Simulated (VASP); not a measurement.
# SiO2 (P4_2nm) in VASP: a series of runs

The runs below take SiO2 through single point, with r2SCAN.

Program: VASP 6.6.1. These are calculated values, not measurements. Logs are shortened: lines on timing, memory, paths and dates and some standing lists are left out, and cuts for length are marked.

**1. The cell of the first run**

Symmetry: P4_2nm, No. 102, tetragonal system. Conventional cell: a = 4.185 Å, b = 4.185 Å, c = 2.669 Å, α = 90.00°, β = 90.00°, γ = 90.00°. Within 2.2 Å of Si (site symmetry 2mm) lie 6 O at 1.69 to 1.83 Å. O (site symmetry m) has 3 Si at 1.69 to 1.83 Å within 2.2 Å.

**2. Single point, r2SCAN (mode 13 (655.2 1/cm) frozen in, largest displacement +0.050 Å)**

Contents of POSCAR:

```
SiO2
1.0
    4.1854060762      0.0000000000      0.0000000000
    0.0000000000      4.1854060762      0.0000000000
    0.0000000000      0.0000000000      2.6687449733
Si O
2 4
Direct
    0.5000000000      0.5000000000      0.5187353983
    0.0000000000      0.0000000000      0.0187353983
    0.6938852014      0.6938852014     -0.0164442672
    0.1938852014      0.8061147986      0.4835557328
    0.3061147986      0.3061147986     -0.0164442672
    0.8061147986      0.1938852014      0.4835557328
```

Contents of INCAR.step1:

```
SYSTEM = SiO2
PREC     = Accurate       ! precision mode
ENCUT    = 520            ! plane-wave cutoff, eV
ISMEAR   = 0              ! smearing method
SIGMA    = 0.05           ! smearing width, eV
LREAL    = .FALSE.        ! projectors in reciprocal space
LASPH    = .TRUE.         ! aspherical terms in the spheres
NELM     = 100            ! most SCF steps
NBANDS   = 25             ! bands
GGA      = PE             ! functional
ALGO     = Normal         ! electronic algorithm
EDIFF    = 1E-4           ! SCF threshold, eV
LWAVE    = .TRUE.         ! write WAVECAR
LCHARG   = .FALSE.        ! write CHGCAR
```

Contents of INCAR.step2:

```
SYSTEM = SiO2
PREC     = Accurate       ! precision mode
ENCUT    = 520            ! plane-wave cutoff, eV
EDIFF    = 1E-6           ! SCF threshold, eV
ISMEAR   = 0              ! smearing method
SIGMA    = 0.05           ! smearing width, eV
LREAL    = .FALSE.        ! projectors in reciprocal space
LASPH    = .TRUE.         ! aspherical terms in the spheres
NELM     = 100            ! most SCF steps
ALGO     = Normal         ! electronic algorithm
ISIF     = 2              ! what is computed and relaxed
LWAVE    = .FALSE.        ! write WAVECAR
LCHARG   = .FALSE.        ! write CHGCAR
METAGGA  = R2SCAN         ! meta-GGA
LMIXTAU  = .TRUE.       
NBANDS   = 25             ! bands
ISTART   = 1
```

Contents of KPOINTS:

```
regular mesh
0
G
  6 6 8
  0 0 0
```

Potentials or basis: VASP PAW PBE potentials, release 64 (Si, O).

On the command line:

```
cat potpaw_PBE.64/Si/POTCAR potpaw_PBE.64/O/POTCAR > POTCAR
cp INCAR.step1 INCAR
mpirun -np 1 vasp_std > vasp.out
cp INCAR.step2 INCAR
mpirun -np 1 vasp_std > vasp.out
```

OUTCAR:

```text
SYSTEM = SiO2
   PREC = Accurate
   ENCUT = 520
   EDIFF = 1E-6
   ISMEAR = 0
   LREAL = .FALSE.
   LASPH = .TRUE.
   NELM = 100
   ISIF = 2
   METAGGA = R2SCAN
   ISTART = 1

 ion  position               nearest neighbor table
   1  0.500  0.500  0.519-   3 1.69   5 1.69   4 1.81   6 1.81   3 1.83   5 1.83
   2  0.000  0.000  0.019-   4 1.69   6 1.69   5 1.81   3 1.81   4 1.83   6 1.83
   3  0.694  0.694  0.984-   1 1.69   2 1.81   1 1.83
   4  0.194  0.806  0.484-   2 1.69   1 1.81   2 1.83
   5  0.306  0.306  0.984-   1 1.69   2 1.81   1 1.83
   6  0.806  0.194  0.484-   2 1.69   1 1.81   2 1.83

  LATTYP: Found a simple tetragonal cell.
 ALAT       =     4.1854060762
 C/A-ratio  =     0.6376310744

  Lattice vectors:

 A1 = (   4.1854060762,   0.0000000000,   0.0000000000)
 A2 = (   0.0000000000,   4.1854060762,   0.0000000000)
 A3 = (   0.0000000000,   0.0000000000,   2.6687449733)

Analysis of symmetry for initial positions (statically):
=====================================================================
 Subroutine PRICEL returns:
 Original cell was already a primitive cell.

 Routine SETGRP: Setting up the symmetry group for a
 simple tetragonal supercell.

 Subroutine GETGRP returns: Found  8 space group operations
 (whereof  4 operations were pure point group operations)
 out of a pool of 16 trial point group operations.

The static configuration has the point symmetry C_2v.
 The point group associated with its full space group is C_4v.

Analysis of symmetry for dynamics (positions and initial velocities):
=====================================================================
 Subroutine PRICEL returns:
 Original cell was already a primitive cell.

 Routine SETGRP: Setting up the symmetry group for a
 simple tetragonal supercell.

 Subroutine GETGRP returns: Found  8 space group operations
 (whereof  4 operations were pure point group operations)
 out of a pool of 16 trial point group operations.

The dynamic configuration has the point symmetry C_2v.
 The point group associated with its full space group is C_4v.

 Subroutine INISYM returns: Found  8 space group operations
 (whereof  4 operations are pure point group operations),
 and found     1 'primitive' translations

----------------------------------------------------------------------------------------

[... 96 lines left out ...]
   LSORBIT =      F    spin-orbit coupling
   LASPH  =      T    aspherical Exc in radial PAW
   ENCUT  =  520.0 eV  38.22 Ry    6.18 a.u.   7.78  7.78  4.96*2*pi/ulx,y,z
   NELM   =    100;   NELMIN=  2; NELMDL=  0     # of ELM steps
   EDIFF  = 0.1E-05   stopping-criterion for ELM
   LREAL  =      F    real-space projection
   EDIFFG = 0.1E-04   stopping-criterion for IOM
   NSW    =      0    number of steps for IOM
   IBRION =     -1    ionic relax: 0-MD 1-quasi-New 2-CG
   NFREE  =      0    steps in history (QN), initial steepest desc. (CG)
   ISIF   =      2    stress and relaxation
   ISYM   =      2    0-nonsym 1-usesym 2-fastsym
   POTIM  = 0.5000    time-step for ionic-motion
   TEBEG  =    0.0;   TEEND  =   0.0 temperature during run
   PSTRESS=    0.0 pullay stress
   NELECT =      32.0000    total number of electrons
   NUPDOWN=      -1.0000    fix difference up-down
   EMIN   =  10.00;   EMAX   =-10.00  energy-range for DOS
   EFERMI =   0.00;   METHOD = LEGACY
   ISMEAR =     0;   SIGMA  =   0.05  broadening in eV -4-tet -1-fermi 0-gaus
   EFERMI_NEDOS =   21; number of points for ismear=-14 and -15
   IALGO  =     38    algorithm
   IMIX   =      4    mixing-type and parameters
     AMIX     =   0.40;   BMIX     =  1.00
     AMIX_MAG =   1.60;   BMIX_MAG =  1.00
  volume/ion in A,a.u.               =       7.79        52.58
  Fermi-wavevector in a.u.,A,eV,Ry     =   1.442771  2.726442 28.321726  2.081588
  Thomas-Fermi vector in A             =   2.561254
   LORBIT       =      0    0 simple, 1 ext, 2 COOP (PROOUT), +10 PAW based schemes
   METAGGA = R2SCAN    functional components
   LHFCALC =     F    Hartree Fock is set to
   AEXX    =    0.0000 exact exchange contribution
   IVDW    =     0    specifies the selected vdW correction
   LEPSILON=     F    determine dielectric tensor
   LRPA    =     F    only Hartree local field effects (RPA)
 non-spin polarized calculation
 Gauss-broadening in eV      SIGMA  =   0.05
  energy-cutoff  :      520.00
  volume of cell :       46.75
 maximum number of plane-waves:      1282
 NGX is ok and might be reduce to    32
   NGX = 15   NGY = 15   NGZ =  9

 number of electron      32.0000002 magnetization

 Free energy of the ion-electron system (eV)
  ---------------------------------------------------
  ext. energy  EPLUGINS =         0.00000000
  ---------------------------------------------------
  free energy    TOTEN  =       -58.57201853 eV

  energy without entropy =      -58.57201853  energy(sigma->0) =      -58.57201853

 E-fermi :   7.9587     XC(G=0): -12.8623

 val. band max:        7.7616815201   @ k =   0.0000   0.0000   0.0000
 cond. band min:      14.2023918820   @ k =   0.0000   0.0000   0.0000
 fundamental gap:      6.4407103619
 Fermi energy:         7.9587183705

 k-point     1 :       0.0000    0.0000    0.0000
  band No.  band energies     occupation
      1     -15.7635      2.00000
      2     -12.1900      2.00000
      3     -12.1900      2.00000
      4     -11.9429      2.00000
      5      -3.2359      2.00000
      6       1.2220      2.00000
[... 661 lines left out ...]
     24      21.8862      0.00000
     25      22.6365      0.00000

 [... further k-points ...]
[... 5 lines left out ...]
  --------------------------------------------------------------------------------------
  -------------------------------------------------------------------------------------
  Total        0.6122384      0.6122384      1.3153343      0.0000000      0.0000000      0.0000000
  in kB       20.9820949     20.9820949     45.0779795      0.0000000      0.0000000      0.0000000
  external PRESSURE =      29.0140564 kB  Pullay stress =       0.0000000 kB

 VOLUME and BASIS-vectors are now :
 -----------------------------------------------------------------------------
  energy-cutoff  :      520.00
  volume of cell :       46.75
      direct lattice vectors                 reciprocal lattice vectors
     4.185406076  0.000000000  0.000000000     0.238925443  0.000000000  0.000000000
     0.000000000  4.185406076  0.000000000     0.000000000  0.238925443  0.000000000
     0.000000000  0.000000000  2.668744973     0.000000000  0.000000000  0.374707966

 POSITION                                       TOTAL-FORCE (eV/Angst)
 -----------------------------------------------------------------------------------
      2.09270      2.09270      1.38437         0.000000      0.000000     -2.286550
      0.00000      0.00000      0.05000         0.000000      0.000000     -2.286550
      2.90419      2.90419      2.62486         0.235355      0.235355      1.143275
      0.81149      3.37392      1.29049         0.235355     -0.235355      1.143275
      1.28121      1.28121      2.62486        -0.235355     -0.235355      1.143275
      3.37392      0.81149      1.29049        -0.235355      0.235355      1.143275
 -----------------------------------------------------------------------------------
    total drift:                                0.000000      0.000000      0.000921

  FREE ENERGIE OF THE ION-ELECTRON SYSTEM (eV)
  ---------------------------------------------------
  free  energy   TOTEN  =       -58.5720185270 eV

  energy  without entropy=      -58.5720185270  energy(sigma->0) =      -58.57201853
```

Wall time 86 s (1 thread of Intel Xeon Platinum 8488C (Sapphire Rapids), shared host); peak memory 0.18 GiB.

What came out:

```
Free energy            : -58.5720 eV
Pressure               : 2.9 GPa
Largest force          : 2.287 eV/Å
Band gap on the k mesh : 6.44 eV, direct
```

Forces on the atoms (eV/Å):
```
Si   0.000  0.000 -2.287
Si   0.000  0.000 -2.287
O    0.235  0.235  1.143
O    0.235 -0.235  1.143
O   -0.235 -0.235  1.143
O   -0.235  0.235  1.143
```

Levels at points of the mesh, in eV from the valence-band top:
```tsv
k point	band 14	band 15	band 16	band 17	band 18	band 19
(0.00, 0.00, 0.00)	-0.88	-0.88	0.00	6.44	7.54	9.48
(0.50, 0.00, 0.00)	-2.61	-1.08	-1.08	8.59	8.59	10.05
(0.50, 0.50, 0.00)	-2.63	-2.32	-2.32	8.26	8.26	11.04
(0.00, 0.00, 0.50)	-3.10	-2.71	-2.71	10.05	10.05	13.77
(0.50, 0.00, 0.50)	-2.30	-1.79	-1.79	9.76	9.76	10.92
(0.50, 0.50, 0.50)	-1.77	-1.68	-1.53	7.92	8.33	11.97
```

Caveat: the cell differs from its parent crystal (mode 13 (655.2 1/cm) frozen in, largest displacement +0.050 Å); the PAW data sets were made with another functional, which shifts forces and pressure a little.

**3. Single point, r2SCAN (mode 13 (655.2 1/cm) frozen in, largest displacement +0.025 Å)**

Contents of POSCAR:

```
SiO2
1.0
    4.1854060762      0.0000000000      0.0000000000
    0.0000000000      4.1854060762      0.0000000000
    0.0000000000      0.0000000000      2.6687449733
Si O
2 4
Direct
    0.5000000000      0.5000000000      0.5093676991
    0.0000000000      0.0000000000      0.0093676991
    0.6938852014      0.6938852014     -0.0082221336
    0.1938852014      0.8061147986      0.4917778664
    0.3061147986      0.3061147986     -0.0082221336
    0.8061147986      0.1938852014      0.4917778664
```

Contents of INCAR.step1:

```
SYSTEM = SiO2
ALGO = Normal
EDIFF = 1E-4
ENCUT = 520
GGA = PE
ISMEAR = 0
LASPH = .TRUE.
LCHARG = .FALSE.
LREAL = .FALSE.
LWAVE = .TRUE.
NBANDS = 25
NELM = 100
PREC = Accurate
SIGMA = 0.05
```

Contents of INCAR.step2:

```
SYSTEM = SiO2
ALGO = Normal
EDIFF = 1E-7
ENCUT = 520
ISIF = 2
ISMEAR = 0
ISTART = 1
LASPH = .TRUE.
LCHARG = .FALSE.
LMIXTAU = .TRUE.
LREAL = .FALSE.
LWAVE = .FALSE.
METAGGA = R2SCAN
NBANDS = 25
NELM = 100
PREC = Accurate
SIGMA = 0.05
```

Contents of KPOINTS:

```
k-points
0
G
  6 6 8
  0 0 0
```

Potentials or basis: VASP PAW PBE potentials, release 64 (Si, O).

On the command line:

```
cat potpaw_PBE.64/Si/POTCAR potpaw_PBE.64/O/POTCAR > POTCAR
cp INCAR.step1 INCAR
mpirun -np 1 vasp_std > vasp.out
cp INCAR.step2 INCAR
mpirun -np 1 vasp_std > vasp.out
```

Wall time 73 s (1 thread of Intel Xeon Platinum 8488C (Sapphire Rapids), shared host); peak memory 0.18 GiB.

The run converged. Its results:

- Free energy: -58.7325 eV
- Pressure: 1.0 GPa
- Largest force: 1.134 eV/Å
- Band gap on the k mesh: 6.49 eV, direct

Forces in eV/Å, atoms in the order of the input:
```
Si   0.000  0.000 -1.134
Si   0.000  0.000 -1.134
O    0.071  0.071  0.567
O    0.071 -0.071  0.567
O   -0.071 -0.071  0.567
O   -0.071  0.071  0.567
```

Stress tensor (GPa, compression positive):
```
0.59 0.00 0.00
0.00 0.59 0.00
0.00 0.00 1.90
```

Levels at points of the mesh, in eV from the valence-band top:
| k point | band 12 | band 13 | band 14 | band 15 | band 16 | band 17 | band 18 | band 19 | band 20 | band 21 |
| --- | --- | --- | --- | --- | --- | --- | --- | --- | --- | --- |
| (0.00, 0.00, 0.00) | -3.16 | -2.51 | -0.88 | -0.88 | 0.00 | 6.49 | 7.61 | 9.47 | 9.47 | 12.03 |
| (0.50, 0.00, 0.00) | -3.93 | -2.69 | -2.69 | -1.08 | -1.08 | 8.67 | 8.67 | 10.05 | 10.05 | 12.09 |
| (0.50, 0.50, 0.00) | -3.29 | -2.67 | -2.67 | -2.32 | -2.32 | 8.36 | 8.36 | 11.05 | 11.05 | 14.32 |
| (0.00, 0.00, 0.50) | -4.65 | -3.10 | -3.10 | -2.71 | -2.71 | 10.11 | 10.11 | 13.75 | 13.75 | 13.88 |
| (0.50, 0.00, 0.50) | -4.00 | -2.31 | -2.31 | -1.80 | -1.80 | 9.80 | 9.80 | 10.89 | 10.89 | 13.30 |
| (0.50, 0.50, 0.50) | -4.49 | -1.78 | -1.78 | -1.64 | -1.56 | 8.04 | 8.25 | 11.99 | 11.99 | 12.81 |

Caveat: the cell differs from its parent crystal (mode 13 (655.2 1/cm) frozen in, largest displacement +0.025 Å); the PAW data sets were made with another functional, which shifts forces and pressure a little. A k mesh can miss the band edges.
